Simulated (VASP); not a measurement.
# Sr (Im-3m) in VASP: relaxation of cell and atoms with LDA

Aim: the relaxation of cell and atoms of Sr with LDA.

Program: VASP 6.6.1. These are calculated values, not measurements. Logs are shortened: lines on timing, memory, paths and dates and some standing lists are left out, and cuts for length are marked.

### 1 The cell of the first run

Symmetry: Im-3m, No. 229, cubic system. Conventional cell: a = 4.093 Å, b = 4.093 Å, c = 4.093 Å, α = 90.00°, β = 90.00°, γ = 90.00°. Sr (site symmetry m-3m) has 14 Sr at 3.55 to 4.09 Å within 4.7 Å.

This isn't the form of Sr at room conditions, which is fcc.

### 2 Relaxation of cell and atoms, LDA, target pressure 8.1 GPa, at which the enthalpy is minimised

INCAR reads:

```
SYSTEM = Sr
ALGO = Normal
EDIFF = 1E-6
EDIFFG = -0.005
ENCUT = 600
IBRION = 2
ISIF = 3
ISMEAR = -1
LASPH = .TRUE.
LCHARG = .FALSE.
LREAL = .FALSE.
LWAVE = .FALSE.
NELM = 100
NSW = 60
PREC = Accurate
PSTRESS = 81.0
SIGMA = 0.1
```

KPOINTS reads:

```
k-points
0
G
  13 13 13
  0 0 0
```

POSCAR reads:

```
Sr
1.0
   -2.0467273581      2.0467273581      2.0467273581
    2.0467273581     -2.0467273581      2.0467273581
    2.0467273581      2.0467273581     -2.0467273581
Sr
1
Direct
    0.0000000000      0.0000000000      0.0000000000
```

Potentials or basis: VASP PAW LDA potentials, release 64 (Sr_sv).

Launch:

```sh
$ cat potpaw_LDA.64/Sr_sv/POTCAR > POTCAR
$ mpirun -np 1 vasp_std > vasp.out
```

OUTCAR:

```text
SYSTEM = Sr
   EDIFF = 1E-6
   EDIFFG = -0.005
   ENCUT = 600
   IBRION = 2
   ISIF = 3
   ISMEAR = -1
   LASPH = .TRUE.
   LREAL = .FALSE.
   NELM = 100
   NSW = 60
   PREC = Accurate
   PSTRESS = 81.0

 ion  position               nearest neighbor table
   1  0.000  0.000  0.000-

  LATTYP: Found a body centered cubic cell.
 ALAT       =     4.0934547162

  Lattice vectors:

 A1 = (  -2.0467273581,   2.0467273581,   2.0467273581)
 A2 = (   2.0467273581,  -2.0467273581,   2.0467273581)
 A3 = (   2.0467273581,   2.0467273581,  -2.0467273581)

Analysis of symmetry for initial positions (statically):
=====================================================================
 Subroutine PRICEL returns:
 Original cell was already a primitive cell.

 Routine SETGRP: Setting up the symmetry group for a
 body centered cubic supercell.

 Subroutine GETGRP returns: Found 48 space group operations
 (whereof 48 operations were pure point group operations)
 out of a pool of 48 trial point group operations.

The static configuration has the point symmetry O_h .

Analysis of symmetry for dynamics (positions and initial velocities):
=====================================================================
 Subroutine PRICEL returns:
 Original cell was already a primitive cell.

 Routine SETGRP: Setting up the symmetry group for a
 body centered cubic supercell.

 Subroutine GETGRP returns: Found 48 space group operations
 (whereof 48 operations were pure point group operations)
 out of a pool of 48 trial point group operations.

The dynamic configuration has the point symmetry O_h .

 Subroutine INISYM returns: Found 48 space group operations
 (whereof 48 operations are pure point group operations),
 and found     1 'primitive' translations

----------------------------------------------------------------------------------------

                                     Primitive cell

  volume of cell :      34.2957

  direct lattice vectors                    reciprocal lattice vectors
    -2.046727358  2.046727358  2.046727358     0.000000000  0.244292430  0.244292430
     2.046727358 -2.046727358  2.046727358     0.244292430  0.000000000  0.244292430
     2.046727358  2.046727358 -2.046727358     0.244292430  0.244292430  0.000000000

  length of vectors
     3.545035773  3.545035773  3.545035773     0.345481668  0.345481668  0.345481668

  position of ions in fractional coordinates (direct lattice)
     0.000000000  0.000000000  0.000000000

  ion indices of the primitive-cell ions
   primitive index   ion index
                 1           1

----------------------------------------------------------------------------------------

 KPOINTS: k-points

Automatic generation of k-mesh.
 Grid dimensions read from file:
 generate k-points for:   13   13   13

 Generating k-lattice:

  Cartesian coordinates                     Fractional coordinates (reciprocal lattice)
     0.000000000  0.018791725  0.018791725     0.076923077  0.000000000  0.000000000
     0.018791725  0.000000000  0.018791725     0.000000000  0.076923077  0.000000000
     0.018791725  0.018791725  0.000000000     0.000000000  0.000000000  0.076923077

  Length of vectors
     0.026575513  0.026575513  0.026575513

  Shift w.r.t. Gamma in fractional coordinates (k-lattice)
     0.000000000  0.000000000  0.000000000

 Subroutine IBZKPT returns following result:
 ===========================================

 Found     84 irreducible k-points:

 Following reciprocal coordinates:
            Coordinates               Weight
  0.000000  0.000000  0.000000      1.000000
  0.076923  0.000000  0.000000     12.000000
  0.153846  0.000000  0.000000     12.000000
  0.230769  0.000000  0.000000     12.000000
  0.307692  0.000000  0.000000     12.000000
  0.384615  0.000000  0.000000     12.000000
[... 16 lines left out ...]
  0.153846  0.076923  0.076923     24.000000
  0.230769  0.076923  0.076923     24.000000
 [... further k-points ...]
   k-points           NKPTS =     84   k-points in BZ     NKDIM =     84   number of bands    NBANDS=      9
   number of dos      NEDOS =    301   number of ions     NIONS =      1
   total plane-waves  NPLWV =  21952
   dimension x,y,z NGX =    28 NGY =   28 NGZ =   28
   dimension x,y,z NGXF=    56 NGYF=   56 NGZF=   56
   ions per type =               1
   NGX,Y,Z   is equivalent  to a cutoff of  13.13, 13.13, 13.13 a.u.
   NGXF,Y,Z  is equivalent  to a cutoff of  26.26, 26.26, 26.26 a.u.
 SYSTEM =  Sr
   PREC   = accura    normal or accurate (medium, high low for compatibility)
   ISTART =      0    job   : 0-new  1-cont  2-samecut
   ICHARG =      2    charge: 1-file 2-atom 10-const
   ISPIN  =      1    spin polarized calculation?
   LNONCOLLINEAR =      F non collinear calculations
   LSORBIT =      F    spin-orbit coupling
   LASPH  =      T    aspherical Exc in radial PAW
   ENCUT  =  600.0 eV  44.10 Ry    6.64 a.u.   7.08  7.08  7.08*2*pi/ulx,y,z
   NELM   =    100;   NELMIN=  2; NELMDL= -5     # of ELM steps
   EDIFF  = 0.1E-05   stopping-criterion for ELM
   LREAL  =      F    real-space projection
   EDIFFG = -.5E-02   stopping-criterion for IOM
   NSW    =     60    number of steps for IOM
   IBRION =      2    ionic relax: 0-MD 1-quasi-New 2-CG
   NFREE  =      1    steps in history (QN), initial steepest desc. (CG)
   ISIF   =      3    stress and relaxation
   ISYM   =      2    0-nonsym 1-usesym 2-fastsym
   POTIM  = 0.5000    time-step for ionic-motion
   TEBEG  =    0.0;   TEEND  =   0.0 temperature during run
   PSTRESS=   81.0 pullay stress
   NELECT =      10.0000    total number of electrons
   NUPDOWN=      -1.0000    fix difference up-down
   EMIN   =  10.00;   EMAX   =-10.00  energy-range for DOS
   EFERMI =   0.00;   METHOD = LEGACY
   ISMEAR =    -1;   SIGMA  =   0.10  broadening in eV -4-tet -1-fermi 0-gaus
   EFERMI_NEDOS =   21; number of points for ismear=-14 and -15
   IALGO  =     38    algorithm
   IMIX   =      4    mixing-type and parameters
     AMIX     =   0.40;   BMIX     =  1.00
     AMIX_MAG =   1.60;   BMIX_MAG =  1.00
  volume/ion in A,a.u.               =      34.30       231.44
  Fermi-wavevector in a.u.,A,eV,Ry     =   1.085579  2.051447 16.034223  1.178482
  Thomas-Fermi vector in A             =   2.221696
   LORBIT       =      0    0 simple, 1 ext, 2 COOP (PROOUT), +10 PAW based schemes
   GGA     = CA    functional components
   LHFCALC =     F    Hartree Fock is set to
   AEXX    =    0.0000 exact exchange contribution
   IVDW    =     0    specifies the selected vdW correction
   LEPSILON=     F    determine dielectric tensor
   LRPA    =     F    only Hartree local field effects (RPA)
 conjugate gradient relaxation of ions
 non-spin polarized calculation
  energy-cutoff  :      600.00
  volume of cell :       34.30
 maximum number of plane-waves:      1157
   NGX = 15   NGY = 15   NGZ = 15

--------------------------------------- Ionic step        1  -------------------------------------------

 number of electron      10.0000000 magnetization

 Free energy of the ion-electron system (eV)
  ---------------------------------------------------
  ext. energy  EPLUGINS =         0.00000000
  ---------------------------------------------------
  free energy    TOTEN  =        -1.65307181 eV

  energy without entropy =       -1.62495171  energy(sigma->0) =       -1.63901176

------------------------ aborting loop because EDIFF is reached ----------------------------------------

  FORCE on cell =-STRESS in cart. coord.  units (eV):
  Direction    XX          YY          ZZ          XY          YZ          ZX
  --------------------------------------------------------------------------------------
  -------------------------------------------------------------------------------------
  Total        1.6716821      1.6716821      1.6716821      0.0000000      0.0000000     -0.0000000
  in kB       78.0951917     78.0951917     78.0951917      0.0000000      0.0000000     -0.0000000
  external PRESSURE =      -2.9048083 kB  Pullay stress =      81.0000000 kB

 VOLUME and BASIS-vectors are now :
 -----------------------------------------------------------------------------
  energy-cutoff  :      600.00
  volume of cell :       34.30
      direct lattice vectors                 reciprocal lattice vectors
    -2.046727358  2.046727358  2.046727358     0.000000000  0.244292430  0.244292430
     2.046727358 -2.046727358  2.046727358     0.244292430  0.000000000  0.244292430
     2.046727358  2.046727358 -2.046727358     0.244292430  0.244292430  0.000000000
[... 44 lines left out ...]
  FREE ENERGIE OF THE ION-ELECTRON SYSTEM (eV)
  ---------------------------------------------------
  free  energy   TOTEN  =        -1.6377655688 eV

  energy  without entropy=       -1.6097240052  energy(sigma->0) =       -1.62374479

  enthalpy is  TOTEN    =         0.0805395217 eV   P V=        1.7183050905

--------------------------------------- Ionic step        3  -------------------------------------------

 number of electron      10.0000000 magnetization

 Free energy of the ion-electron system (eV)
  ---------------------------------------------------
  ext. energy  EPLUGINS =         0.00000000
  ---------------------------------------------------
  free energy    TOTEN  =        -1.63923372 eV

  energy without entropy =       -1.61118495  energy(sigma->0) =       -1.62520934

 E-fermi :   3.2211     XC(G=0):  -9.2251

 val. band max:        3.1872070337   @ k =   0.3077   0.2308   0.0769
 cond. band min:       3.3010279315   @ k =  -0.3846   0.4615   0.2308
 fundamental gap:      0.1138208978
 Fermi energy:         3.2211143983

 k-point     1 :       0.0000    0.0000    0.0000
  band No.  band energies     occupation
      1     -32.3295      2.00000
      2     -14.0182      2.00000
      3     -14.0182      2.00000
      4     -14.0182      2.00000
      5      -0.8314      2.00000
      6       6.1849      0.00000
      7       6.1849      0.00000
      8       6.1849      0.00000
      9       8.2621      0.00000

 k-point     2 :       0.0769    0.0000    0.0000
  band No.  band energies     occupation
      1     -32.3223      2.00000
      2     -14.0790      2.00000
      3     -14.0355      2.00000
      4     -14.0189      2.00000
      5      -0.6600      2.00000
      6       6.0343      0.00000
      7       6.0983      0.00000
      8       6.3569      0.00000
      9       8.0118      0.00000
[... 253 lines left out ...]
 k-point    24 :       0.2308    0.0769    0.0769
  band No.  band energies     occupation
      1     -32.2370      2.00000
      2     -14.7057      2.00000
      3     -14.2214      2.00000
      4     -14.0746      2.00000
      5       1.5241      2.00000
      6       4.5100      0.00001
      7       4.6065      0.00000
      8       8.2496      0.00000
      9       8.6397      0.00000

 [... further k-points ...]
[... 5 lines left out ...]
  --------------------------------------------------------------------------------------
  -------------------------------------------------------------------------------------
  Total        1.7189409      1.7189409      1.7189409      0.0000000      0.0000000      0.0000000
  in kB       80.9609383     80.9609383     80.9609383      0.0000000      0.0000000      0.0000000
  external PRESSURE =      -0.0390617 kB  Pullay stress =      81.0000000 kB

 VOLUME and BASIS-vectors are now :
 -----------------------------------------------------------------------------
  energy-cutoff  :      600.00
  volume of cell :       34.02
      direct lattice vectors                 reciprocal lattice vectors
    -2.041167621  2.041167621  2.041167621     0.000000000  0.244957834  0.244957834
     2.041167621 -2.041167621  2.041167621     0.244957834  0.000000000  0.244957834
     2.041167621  2.041167621 -2.041167621     0.244957834  0.244957834  0.000000000

 POSITION                                       TOTAL-FORCE (eV/Angst)
 -----------------------------------------------------------------------------------
      0.00000     -0.00000      0.00000         0.000000      0.000000      0.000000
 -----------------------------------------------------------------------------------
    total drift:                               -0.000000     -0.000000     -0.000000

  FREE ENERGIE OF THE ION-ELECTRON SYSTEM (eV)
  ---------------------------------------------------
  free  energy   TOTEN  =        -1.6392337232 eV

  energy  without entropy=       -1.6111849512  energy(sigma->0) =       -1.62520934

  enthalpy is  TOTEN    =         0.0805365574 eV   P V=        1.7197702806

 reached required accuracy - stopping structural energy minimisation
```

It took 20 s on 1 thread of Intel Xeon 6975P-C (Granite Rapids), shared host; peak memory 0.17 GiB.

What came out:

```yaml
Free_energy: -1.6392 eV
Relaxed_volume: 34.02 Å³/atom
Relaxed_cell: a = 3.535 Å, b = 3.535 Å, c = 3.535 Å, α = 109.47°, β = 109.47°, γ = 109.47°
Space_group_after_relaxing_to_0.1_Å: Im-3m (No. 229)
Energy_change_on_relaxing_the_run_minimises_the_enthalpy: +13.8 meV/atom
Ionic_steps: 3
Pressure_after_relaxing: 8.1 GPa
Band_gap_on_the_k_mesh: zero (bands 5 and 6 overlap by 1.58 eV)
```

Step by step:
| step | energy change (eV) | largest force (eV/Å) | pressure (GPa) | volume (Å³) |
| --- | --- | --- | --- | --- |
| 1 | 0.0000 | 0.0000 | 7.81 | 34.30 |
| 2 | 0.0153 | 0.0000 | 8.13 | 33.99 |
| 3 | 0.0138 | 0.0000 | 8.10 | 34.02 |

Final structure:
```cif
data_structure
_symmetry_space_group_name_H-M 'P 1'
_symmetry_Int_Tables_number 1
_cell_length_a 3.5354
_cell_length_b 3.5354
_cell_length_c 3.5354
_cell_angle_alpha 109.471
_cell_angle_beta 109.471
_cell_angle_gamma 109.471
_cell_volume 34.02
loop_
_atom_site_label
_atom_site_type_symbol
_atom_site_fract_x
_atom_site_fract_y
_atom_site_fract_z
_atom_site_occupancy
Sr1 Sr 0.00000 0.00000 0.00000 1
```

Levels at points of the mesh, in eV from the Fermi level:
| k point | band 3 | band 4 | band 5 | band 6 | band 7 | band 8 |
| --- | --- | --- | --- | --- | --- | --- |
| (0.00, 0.00, 0.00) | -17.24 | -17.24 | -4.05 | 2.96 | 2.96 | 2.96 |

Caveat: the cell is relaxed towards a set pressure, so the run minimises the enthalpy, not the energy.

The gap in the log of VASP goes by the Fermi energy; the results here count the filled bands.